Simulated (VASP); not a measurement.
# Zr3Mn (Pm-3m) in VASP: further runs

The runs below take Zr3Mn through single point, with PBE.

All numbers are computed with VASP 6.6.1; they aren't measurements. Logs are shortened: lines on timing, memory, paths and dates and some standing lists are left out, and cuts for length are marked.

### Step 1. The cell of the first run

The structure is cubic, space group Pm-3m (No. 221). Conventional cell: a = 4.373 Å, b = 4.373 Å, c = 4.373 Å, α = 90.00°, β = 90.00°, γ = 90.00°. Within 4.1 Å of Zr (site symmetry 4/mmm) lie 8 Zr at 3.09 Å and 4 Mn at 3.09 Å. Mn (site symmetry m-3m) has 12 Zr at 3.09 Å within 4.1 Å.

### Step 2. Single point, PBE, collinear spin, ferromagnetic start

File INCAR:

```
SYSTEM = Zr3Mn
PREC = Accurate ; ENCUT = 520
EDIFF = 1E-6 ; ISMEAR = -1
SIGMA = 0.1 ; LREAL = .False.
LASPH = .True. ; NELM = 150
ALGO = Normal ; ISIF = 2
LWAVE = .False. ; LCHARG = .True.
ISPIN = 2 ; MAGMOM = 0 0 0 5.2
LORBIT = 11 ; LMAXMIX = 4
GGA = PE ; LELF = .True.
LVHAR = .True. ; NBANDS = 36
```

File KPOINTS:

```
Automatic mesh
0
Gamma
  4 4 4
  0 0 0
```

File POSCAR:

```
Zr3Mn
1.0
    4.3732200000      0.0000000000      0.0000000000
    0.0000000000      4.3732200000      0.0000000000
    0.0000000000      0.0000000000      4.3732200000
Zr Mn
3 1
Direct
    0.0000000000      0.5000000000      0.5000000000
    0.5000000000      0.0000000000      0.5000000000
    0.5000000000      0.5000000000      0.0000000000
    0.0000000000      0.0000000000      0.0000000000
```

Potentials or basis: VASP PAW PBE potentials, release 64 (Zr_sv, Mn_pv).

On the command line:

```console
$ cat potpaw_PBE.64/Zr_sv/POTCAR potpaw_PBE.64/Mn_pv/POTCAR > POTCAR
$ mpirun -np 1 vasp_std > vasp.out
```

OUTCAR:

```text
SYSTEM = Zr3Mn
   PREC = Accurate
   ENCUT = 520
   EDIFF = 1E-6
   ISMEAR = -1
   LREAL = .False.
   LASPH = .True.
   NELM = 150
   ISIF = 2
   ISPIN = 2
   LORBIT = 11
   GGA = PE

 ion  position               nearest neighbor table
   1  0.000  0.500  0.500-   2 3.09   3 3.09   4 3.09   3 3.09   4 3.09   2 3.09   4 3.09   4 3.09
                             2 3.09   3 3.09   3 3.09   2 3.09
   2  0.500  0.000  0.500-   1 3.09   3 3.09   4 3.09   3 3.09   4 3.09   1 3.09   3 3.09   3 3.09
                             1 3.09   4 3.09   4 3.09   1 3.09
   3  0.500  0.500  0.000-   1 3.09   2 3.09   4 3.09   1 3.09   2 3.09   2 3.09   4 3.09   2 3.09
                             1 3.09   4 3.09   1 3.09   4 3.09
   4  0.000  0.000  0.000-   1 3.09   2 3.09   3 3.09   1 3.09   2 3.09   1 3.09   3 3.09   1 3.09
                             2 3.09   3 3.09   2 3.09   3 3.09

  LATTYP: Found a simple cubic cell.
 ALAT       =     4.3732200000

  Lattice vectors:

 A1 = (   4.3732200000,   0.0000000000,   0.0000000000)
 A2 = (   0.0000000000,   4.3732200000,   0.0000000000)
 A3 = (   0.0000000000,   0.0000000000,   4.3732200000)

Analysis of symmetry for initial positions (statically):
=====================================================================
 Subroutine PRICEL returns:
 Original cell was already a primitive cell.

 Routine SETGRP: Setting up the symmetry group for a
 simple cubic supercell.

 Subroutine GETGRP returns: Found 48 space group operations
 (whereof 48 operations were pure point group operations)
 out of a pool of 48 trial point group operations.

The static configuration has the point symmetry O_h .

Analysis of symmetry for dynamics (positions and initial velocities):
=====================================================================
 Subroutine PRICEL returns:
 Original cell was already a primitive cell.

 Routine SETGRP: Setting up the symmetry group for a
 simple cubic supercell.

 Subroutine GETGRP returns: Found 48 space group operations
 (whereof 48 operations were pure point group operations)
 out of a pool of 48 trial point group operations.

The dynamic configuration has the point symmetry O_h .

Analysis of structural, dynamic, and magnetic symmetry:
=====================================================================
 Subroutine PRICEL returns:
 Original cell was already a primitive cell.

 Routine SETGRP: Setting up the symmetry group for a
 simple cubic supercell.

 Subroutine GETGRP returns: Found 48 space group operations
 (whereof 48 operations were pure point group operations)
 out of a pool of 48 trial point group operations.

The overall configuration has the point symmetry O_h .

[... 117 lines left out ...]
   LRPA    =     F    only Hartree local field effects (RPA)
 spin polarized calculation
  energy-cutoff  :      520.00
  volume of cell :       83.64
 maximum number of plane-waves:      2301
 NGX is ok and might be reduce to    36
   NGX = 17   NGY = 17   NGZ = 17

 number of electron      48.9999991 magnetization       3.1128689

 Free energy of the ion-electron system (eV)
  ---------------------------------------------------
  ext. energy  EPLUGINS =         0.00000000
  ---------------------------------------------------
  free energy    TOTEN  =       -34.06303931 eV

  energy without entropy =      -33.83969873  energy(sigma->0) =      -33.95136902

 E-fermi :   8.6722     XC(G=0): -11.3111

 val. band max:        8.6716552369   @ k =   0.2500   0.2500   0.2500
 cond. band min:       8.7062367473   @ k =   0.2500   0.2500   0.2500
 fundamental gap:      0.0345815104
 Fermi energy:         8.6721750641

 spin component 1

 k-point     1 :       0.0000    0.0000    0.0000
  band No.  band energies     occupation
      1     -40.9427      1.00000
      2     -40.9427      1.00000
      3     -40.9427      1.00000
      4     -39.9117      1.00000
      5     -39.6992      1.00000
      6     -39.6992      1.00000
[... 379 lines left out ...]
     35      12.5840      0.00000
     36      12.5840      0.00000
 Fermi energy:         8.6721750641

 spin component 2

 k-point     1 :       0.0000    0.0000    0.0000
  band No.  band energies     occupation
      1     -39.9740      1.00000
      2     -39.7601      1.00000
      3     -39.7601      1.00000
      4     -37.4077      1.00000
      5     -37.4077      1.00000
      6     -37.4077      1.00000
[... 379 lines left out ...]
     35      12.9527      0.00000
     36      12.9527      0.00000

------------------------ aborting loop because EDIFF is reached ----------------------------------------

  FORCE on cell =-STRESS in cart. coord.  units (eV):
  Direction    XX          YY          ZZ          XY          YZ          ZX
  --------------------------------------------------------------------------------------
  -------------------------------------------------------------------------------------
  Total        0.1256726      0.1256726      0.1256726      0.0000000      0.0000000      0.0000000
  in kB        2.4073946      2.4073946      2.4073946      0.0000000      0.0000000      0.0000000
  external PRESSURE =       2.4073946 kB  Pullay stress =       0.0000000 kB

 VOLUME and BASIS-vectors are now :
 -----------------------------------------------------------------------------
  energy-cutoff  :      520.00
  volume of cell :       83.64
      direct lattice vectors                 reciprocal lattice vectors
     4.373220000  0.000000000  0.000000000     0.228664462  0.000000000  0.000000000
     0.000000000  4.373220000  0.000000000     0.000000000  0.228664462  0.000000000
     0.000000000  0.000000000  4.373220000     0.000000000  0.000000000  0.228664462

 POSITION                                       TOTAL-FORCE (eV/Angst)
 -----------------------------------------------------------------------------------
      0.00000      2.18661      2.18661         0.000000      0.000000      0.000000
      2.18661      0.00000      2.18661         0.000000      0.000000      0.000000
      2.18661      2.18661      0.00000         0.000000      0.000000      0.000000
      0.00000      0.00000      0.00000         0.000000      0.000000      0.000000
 -----------------------------------------------------------------------------------
    total drift:                                0.000000      0.000000      0.000000

  FREE ENERGIE OF THE ION-ELECTRON SYSTEM (eV)
  ---------------------------------------------------
  free  energy   TOTEN  =       -34.0630393123 eV

  energy  without entropy=      -33.8396987331  energy(sigma->0) =      -33.95136902

 total charge

# of ion       s       p       d       tot
------------------------------------------
    1        2.232   5.959   1.676   9.866
    2        2.232   5.959   1.676   9.866
    3        2.232   5.959   1.676   9.866
    4        0.345   6.234   4.898  11.477
--------------------------------------------------
tot          7.041  24.111   9.924  41.076

 magnetization (x)

# of ion       s       p       d       tot
------------------------------------------
    1       -0.005  -0.003  -0.100  -0.108
    2       -0.005  -0.003  -0.100  -0.108
    3       -0.005  -0.003  -0.100  -0.108
    4        0.041   0.052   3.293   3.385
--------------------------------------------------
tot          0.024   0.044   2.993   3.061
```

It took 2.2 min on 1 thread of Oxide Virtual Turin-like, shared host; peak memory 0.22 GiB.

What came out:

| Quantity | Value |
| --- | --- |
| Free energy | -34.0630 eV |
| Pressure | 0.2 GPa |
| Net moment | 3.11 μB per cell |
| Site moments | Zr -0.11; Mn +3.38 μB |
| Valence electrons inside the program's atomic spheres | Zr 9.87; Mn 11.48 |

Levels at points of the mesh, in eV from the Fermi level:
Spin up:
```
           k point  band 22  band 23  band 24  band 25  band 26  band 27  band 28  band 29  band 30  band 31
(0.00, 0.00, 0.00)    -2.93    -0.59    -0.59    -0.59     0.16     0.16     2.62     2.62     2.62     3.26
(0.50, 0.00, 0.00)    -2.10    -1.93    -0.97    -0.74    -0.74     1.15     1.15     1.19     1.51     1.95
(0.50, 0.50, 0.00)    -2.15    -1.99    -1.06    -0.90    -0.25    -0.18    -0.18     1.39     1.39     2.28
(0.50, 0.50, 0.50)    -0.97    -0.97    -0.97     0.65     0.65     0.65     1.00     1.00     1.00     1.65
```
Spin down:
```tsv
k point	band 20	band 21	band 22	band 23	band 24	band 25
(0.00, 0.00, 0.00)	-2.03	-2.03	-2.03	0.84	0.84	0.84
(0.50, 0.00, 0.00)	-1.11	-0.69	-0.69	-0.47	-0.08	-0.08
(0.50, 0.50, 0.00)	-0.93	-0.37	-0.33	-0.33	-0.11	-0.11
(0.50, 0.50, 0.50)	0.68	0.68	0.68	0.77	0.77	0.79
```

### Step 3. Single point, PBE, collinear spin, ferromagnetic start

This run uses another cell than the first one, of 20.95 Å³/atom, 1.002 times its volume.

File INCAR:

```
SYSTEM = Zr3Mn
PREC = Accurate ; ENCUT = 520
EDIFF = 1E-7 ; ISMEAR = -1
SIGMA = 0.1 ; LREAL = .False.
LASPH = .True. ; NELM = 150
ALGO = Normal ; ISIF = 2
LWAVE = .False. ; LCHARG = .False.
ISPIN = 2 ; MAGMOM = 0 0 0 5.2
LORBIT = 11 ; LMAXMIX = 4
GGA = PE ; NBANDS = 36
```

File KPOINTS:

```
regular mesh
0
Gamma
  4 4 4
  0 0 0
```

File POSCAR:

```
Zr3Mn
1.0
    4.3763825848      0.0000000000      0.0000000000
    0.0000000000      4.3763825848      0.0000000000
    0.0000000000      0.0000000000      4.3763825848
Zr Mn
3 1
Direct
    0.0000000000      0.5000000000      0.5000000000
    0.5000000000      0.0000000000      0.5000000000
    0.5000000000      0.5000000000      0.0000000000
    0.0000000000      0.0000000000      0.0000000000
```

Potentials or basis: VASP PAW PBE potentials, release 64 (Zr_sv, Mn_pv).

On the command line:

```console
$ cat potpaw_PBE.64/Zr_sv/POTCAR potpaw_PBE.64/Mn_pv/POTCAR > POTCAR
$ mpirun -np 1 vasp_std > vasp.out
```

OUTCAR:

```text
SYSTEM = Zr3Mn
   PREC = Accurate
   ENCUT = 520
   EDIFF = 1E-7
   ISMEAR = -1
   LREAL = .False.
   LASPH = .True.
   NELM = 150
   ISIF = 2
   ISPIN = 2
   LORBIT = 11
   GGA = PE

 ion  position               nearest neighbor table
   1  0.000  0.500  0.500-   2 3.09   3 3.09   4 3.09   3 3.09   4 3.09   2 3.09   4 3.09   4 3.09
                             2 3.09   3 3.09   3 3.09   2 3.09
   2  0.500  0.000  0.500-   1 3.09   3 3.09   4 3.09   3 3.09   4 3.09   1 3.09   3 3.09   3 3.09
                             1 3.09   4 3.09   4 3.09   1 3.09
   3  0.500  0.500  0.000-   1 3.09   2 3.09   4 3.09   1 3.09   2 3.09   2 3.09   4 3.09   2 3.09
                             1 3.09   4 3.09   1 3.09   4 3.09
   4  0.000  0.000  0.000-   1 3.09   2 3.09   3 3.09   1 3.09   2 3.09   1 3.09   3 3.09   1 3.09
                             2 3.09   3 3.09   2 3.09   3 3.09

  LATTYP: Found a simple cubic cell.
 ALAT       =     4.3763825848

  Lattice vectors:

 A1 = (   4.3763825848,   0.0000000000,   0.0000000000)
 A2 = (   0.0000000000,   4.3763825848,   0.0000000000)
 A3 = (   0.0000000000,   0.0000000000,   4.3763825848)

Analysis of symmetry for initial positions (statically):
=====================================================================
 Subroutine PRICEL returns:
 Original cell was already a primitive cell.

 Routine SETGRP: Setting up the symmetry group for a
 simple cubic supercell.

 Subroutine GETGRP returns: Found 48 space group operations
 (whereof 48 operations were pure point group operations)
 out of a pool of 48 trial point group operations.

The static configuration has the point symmetry O_h .

Analysis of symmetry for dynamics (positions and initial velocities):
=====================================================================
 Subroutine PRICEL returns:
 Original cell was already a primitive cell.

 Routine SETGRP: Setting up the symmetry group for a
 simple cubic supercell.

 Subroutine GETGRP returns: Found 48 space group operations
 (whereof 48 operations were pure point group operations)
 out of a pool of 48 trial point group operations.

The dynamic configuration has the point symmetry O_h .

Analysis of structural, dynamic, and magnetic symmetry:
=====================================================================
 Subroutine PRICEL returns:
 Original cell was already a primitive cell.

 Routine SETGRP: Setting up the symmetry group for a
 simple cubic supercell.

 Subroutine GETGRP returns: Found 48 space group operations
 (whereof 48 operations were pure point group operations)
 out of a pool of 48 trial point group operations.

The overall configuration has the point symmetry O_h .

 Subroutine INISYM returns: Found 48 space group operations
 (whereof 48 operations are pure point group operations),
 and found     1 'primitive' translations

----------------------------------------------------------------------------------------

                                     Primitive cell

  volume of cell :      83.8197

  direct lattice vectors                    reciprocal lattice vectors
     4.376382585  0.000000000  0.000000000     0.228499218  0.000000000  0.000000000
     0.000000000  4.376382585  0.000000000     0.000000000  0.228499218  0.000000000
     0.000000000  0.000000000  4.376382585     0.000000000  0.000000000  0.228499218

  length of vectors
     4.376382585  4.376382585  4.376382585     0.228499218  0.228499218  0.228499218
[... 71 lines left out ...]
   LREAL  =      F    real-space projection
   EDIFFG = 0.1E-05   stopping-criterion for IOM
   NSW    =      0    number of steps for IOM
   IBRION =     -1    ionic relax: 0-MD 1-quasi-New 2-CG
   NFREE  =      0    steps in history (QN), initial steepest desc. (CG)
   ISIF   =      2    stress and relaxation
   ISYM   =      2    0-nonsym 1-usesym 2-fastsym
   POTIM  = 0.5000    time-step for ionic-motion
   TEBEG  =    0.0;   TEEND  =   0.0 temperature during run
   PSTRESS=    0.0 pullay stress
   NELECT =      49.0000    total number of electrons
   NUPDOWN=      -1.0000    fix difference up-down
   EMIN   =  10.00;   EMAX   =-10.00  energy-range for DOS
   EFERMI =   0.00;   METHOD = LEGACY
   ISMEAR =    -1;   SIGMA  =   0.10  broadening in eV -4-tet -1-fermi 0-gaus
   EFERMI_NEDOS =   21; number of points for ismear=-14 and -15
   IALGO  =     38    algorithm
   IMIX   =      4    mixing-type and parameters
     AMIX     =   0.40;   BMIX     =  1.00
     AMIX_MAG =   1.60;   BMIX_MAG =  1.00
  volume/ion in A,a.u.               =      20.95       141.41
  Fermi-wavevector in a.u.,A,eV,Ry     =   1.368858  2.586766 25.494201  1.873771
  Thomas-Fermi vector in A             =   2.494784
   LORBIT       =     11    0 simple, 1 ext, 2 COOP (PROOUT), +10 PAW based schemes
   GGA     = PE    functional components
   LHFCALC =     F    Hartree Fock is set to
   AEXX    =    0.0000 exact exchange contribution
   IVDW    =     0    specifies the selected vdW correction
   LEPSILON=     F    determine dielectric tensor
   LRPA    =     F    only Hartree local field effects (RPA)
 spin polarized calculation
  energy-cutoff  :      520.00
  volume of cell :       83.82
 maximum number of plane-waves:      2301
 NGX is ok and might be reduce to    36
   NGX = 17   NGY = 17   NGZ = 17

 number of electron      48.9999992 magnetization       3.1214025

 Free energy of the ion-electron system (eV)
  ---------------------------------------------------
  ext. energy  EPLUGINS =         0.00000000
  ---------------------------------------------------
  free energy    TOTEN  =       -34.06333777 eV

  energy without entropy =      -33.83981391  energy(sigma->0) =      -33.95157584

 E-fermi :   8.6484     XC(G=0): -11.3008

 val. band max:        8.6074901946   @ k =   0.5000   0.5000   0.2500
 cond. band min:       8.6488927758   @ k =   0.2500   0.2500   0.2500
 fundamental gap:      0.0414025812
 Fermi energy:         8.6484183926

 spin component 1

 k-point     1 :       0.0000    0.0000    0.0000
  band No.  band energies     occupation
      1     -40.9719      1.00000
      2     -40.9719      1.00000
      3     -40.9719      1.00000
      4     -39.9391      1.00000
      5     -39.7285      1.00000
      6     -39.7285      1.00000
[... 379 lines left out ...]
     35      12.5507      0.00000
     36      12.5507      0.00000
 Fermi energy:         8.6484183926

 spin component 2

 k-point     1 :       0.0000    0.0000    0.0000
  band No.  band energies     occupation
      1     -40.0012      1.00000
      2     -39.7892      1.00000
      3     -39.7892      1.00000
      4     -37.4293      1.00000
      5     -37.4293      1.00000
      6     -37.4293      1.00000
[... 379 lines left out ...]
     35      12.9195      0.00000
     36      12.9195      0.00000

------------------------ aborting loop because EDIFF is reached ----------------------------------------

  FORCE on cell =-STRESS in cart. coord.  units (eV):
  Direction    XX          YY          ZZ          XY          YZ          ZX
  --------------------------------------------------------------------------------------
  -------------------------------------------------------------------------------------
  Total        0.0261008      0.0261008      0.0261008     -0.0000000     -0.0000000     -0.0000000
  in kB        0.4989049      0.4989049      0.4989049     -0.0000000     -0.0000000     -0.0000000
  external PRESSURE =       0.4989049 kB  Pullay stress =       0.0000000 kB

 VOLUME and BASIS-vectors are now :
 -----------------------------------------------------------------------------
  energy-cutoff  :      520.00
  volume of cell :       83.82
      direct lattice vectors                 reciprocal lattice vectors
     4.376382585  0.000000000  0.000000000     0.228499218  0.000000000  0.000000000
     0.000000000  4.376382585  0.000000000     0.000000000  0.228499218  0.000000000
     0.000000000  0.000000000  4.376382585     0.000000000  0.000000000  0.228499218

 POSITION                                       TOTAL-FORCE (eV/Angst)
 -----------------------------------------------------------------------------------
      0.00000      2.18819      2.18819         0.000000      0.000000      0.000000
      2.18819      0.00000      2.18819         0.000000      0.000000      0.000000
      2.18819      2.18819      0.00000         0.000000      0.000000      0.000000
      0.00000      0.00000      0.00000         0.000000      0.000000      0.000000
 -----------------------------------------------------------------------------------
    total drift:                                0.000000      0.000000      0.000000

  FREE ENERGIE OF THE ION-ELECTRON SYSTEM (eV)
  ---------------------------------------------------
  free  energy   TOTEN  =       -34.0633377666 eV

  energy  without entropy=      -33.8398139111  energy(sigma->0) =      -33.95157584

 total charge

# of ion       s       p       d       tot
------------------------------------------
    1        2.232   5.959   1.673   9.864
    2        2.232   5.959   1.673   9.864
    3        2.232   5.959   1.673   9.864
    4        0.345   6.234   4.896  11.475
--------------------------------------------------
tot          7.040  24.110   9.917  41.066

 magnetization (x)

# of ion       s       p       d       tot
------------------------------------------
    1       -0.005  -0.003  -0.100  -0.108
    2       -0.005  -0.003  -0.100  -0.108
    3       -0.005  -0.003  -0.100  -0.108
    4        0.041   0.052   3.300   3.392
--------------------------------------------------
tot          0.024   0.044   3.001   3.069
```

stdout:

```text
POSCAR found type information on POSCAR ZrMn
 POSCAR found :  2 types and       4 ions
 scaLAPACK will be used
 LDA part: xc-table for (Slater+PW92), standard interpolation
 POSCAR, INCAR and KPOINTS ok, starting setup
 FFT: planning ... GRIDC
 FFT: planning ... GRID_SOFT
 FFT: planning ... GRID
 WAVECAR not read
 entering main loop
```

Run time: 95 s. Hardware: 1 thread of Oxide Virtual Turin-like, shared host; peak memory 0.22 GiB.

Results:

* Free energy: -34.0633 eV
* Pressure: 0.0 GPa
* Net moment: 3.12 μB per cell
* Site moments: Zr -0.11; Mn +3.39 μB
* Valence electrons inside the program's atomic spheres: Zr 9.86; Mn 11.47
